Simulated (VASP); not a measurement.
Runs of VASP 6.6.1 on BaTiO3. The structure is that of space group P4/mmm (No. 123), or close to it. The cells are those of the table. 

```csv
cell,gap on the mesh (eV),pressure (GPa)
"a = 3.660, b = 3.660, c = 4.758 Å, 5 atoms",(a),19.6
"a = 3.489, b = 3.489, c = 5.234 Å, 5 atoms",1.14,44.2
"a = 4.611, b = 4.611, c = 2.997 Å, 5 atoms",0.30,56.0
"a = 3.869, b = 3.869, c = 4.256 Å, 5 atoms",1.97,(b)
"a = 4.107, b = 4.107, c = 3.778 Å, 5 atoms",1.97,4.0
```

Alike in all rows: task single point; level r2SCAN; potentials or basis VASP PAW PBE potentials, release 64 (Ba_sv, Ti_sv, O); no spin polarisation; k mesh 8 × 8 × 8; cutoff (eV) 520; smearing gaussian 0.05 eV.

Task: Estimate the missing entries.

Result: (a) 1.60; (b) 4.2.

Caveats: the cell stands under pressure; the PAW data sets were made with another functional, which shifts forces and pressure a little; spin-orbit coupling is left out, which moves the levels of the heavy elements; atoms lie so close that the PAW spheres overlap strongly, which falsifies energies and pressures (at least some runs).

A k mesh can miss the band edges, and the runs leave out spin-orbit coupling on Ba.
